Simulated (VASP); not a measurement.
Set up this calculation in VASP 6.6.1, as the native input.

* Task: single point
* Functional: PBEsol
* Potentials or basis: VASP PAW PBE potentials, release 64 (Sr_sv)
* Cutoff: 520 eV
* k mesh: 7 × 7 × 7
* Occupations: fermi-dirac, width 0.1 eV
* Spin: no spin polarisation
* Dipole correction: no
* Further INCAR settings: ALGO = Normal; EDIFF = 1e-06; NBANDS = 17

The structure of Sr lies in POSCAR:

```
Sr
1.0
    0.0000000000      4.6822172375      4.6822172375
    4.6822172375      0.0000000000      4.6822172375
    4.6822172375      4.6822172375      0.0000000000
Sr
2
Direct
    0.1250000000      0.1250000000      0.1250000000
    0.8750000000      0.8750000000      0.8750000000
```

One way to write it, as run:

INCAR

```
ALGO = Normal
EDIFF = 1E-6
ENCUT = 520
GGA = PS
ISIF = 2
ISMEAR = -1
LASPH = True
LCHARG = True
LELF = True
LREAL = False
LVHAR = True
LWAVE = False
NBANDS = 17
NELM = 60
PREC = Accurate
SIGMA = 0.1
```

KPOINTS

```
k-points
0
Gamma
  7 7 7
```

Potentials or basis: VASP PAW PBE potentials, release 64 (Sr_sv).

The run is started by

```console
$ cat potpaw_PBE.64/Sr_sv/POTCAR > POTCAR
$ mpirun -np 1 vasp_std > vasp.out
```

Results of the run:

```
Pressure               : 0.0 GPa
Band gap on the k mesh : zero (band 10 reaches 0.43 eV, above the bottom of band 11 at -0.34 eV)
```

Caveat: the PAW data sets were made with another functional, which shifts forces and pressure a little.

Run time: 39 s on 1 thread of AMD EPYC 9R45 96-Core Processor (Zen 5), with other jobs on the host, peak memory 0.31 GiB.
